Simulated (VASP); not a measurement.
## CaF2: G0W0 quasiparticle levels with PBE

The system is CaF2.

```
Ca F
1.0
     0.00000    2.61081    2.61081
     2.61081    0.00000    2.61081
     2.61081    2.61081    0.00000
Ca F
1 2
Direct
  0.00000 0.00000 0.00000
  0.25000 0.25000 0.25000
  0.75000 0.75000 0.75000
```

```
Program                         : VASP 6.6.1
Task                            : G0W0 quasiparticle levels
Functional                      : PBE
Potentials or basis             : VASP PAW PBE potentials, release 64 (Ca_sv_GW, F_GW)
Cutoff                          : 500 eV
k mesh                          : 4 × 4 × 4
Occupations                     : gaussian, width 0.01 eV
Spin                            : no spin polarisation
Dipole correction               : no
GW scheme                       : G0W0
GW iterations                   : 1
Cutoff of the response function : 150
Frequency points                : 48
Empty bands                     : 148
Further INCAR settings          : ALGO = EVGW0; EDIFF = 1e-08; NBANDS = 160
```

```json
{
  "Band gap on the k mesh, mean-field level": "8.15 eV, indirect (least direct gap 8.43 eV)",
  "Quasiparticle gap": "11.22 eV",
  "Least direct quasiparticle gap": "11.56 eV"
}
```

Levels at points of the mesh, in eV from the valence-band top:
| k point | band 8 | band 9 | band 10 | band 11 | band 12 | band 13 | band 14 | band 15 | band 16 |
| --- | --- | --- | --- | --- | --- | --- | --- | --- | --- |
| (0.00, 0.00, 0.00) | -2.56 | -2.56 | -0.28 | -0.28 | -0.28 | 8.15 | 9.69 | 9.69 | 12.34 |
| (0.50, 0.00, 0.00) | -1.86 | -1.44 | -1.40 | -0.92 | -0.92 | 9.98 | 9.98 | 10.66 | 11.43 |
| (0.50, 0.50, 0.00) | -1.83 | -1.83 | -0.45 | -0.45 | 0.00 | 8.50 | 10.33 | 10.82 | 11.80 |

Wall time 2.3 min on 1 thread of Intel Xeon 6975P-C (shared host), peak memory 0.36 GiB.

Caveat: the k points lie up to 0.52 Å⁻¹ apart; bands, screening cutoff and mesh are small and nothing is extrapolated, so the quasiparticle values aren't converged. A k mesh can miss the band edges.
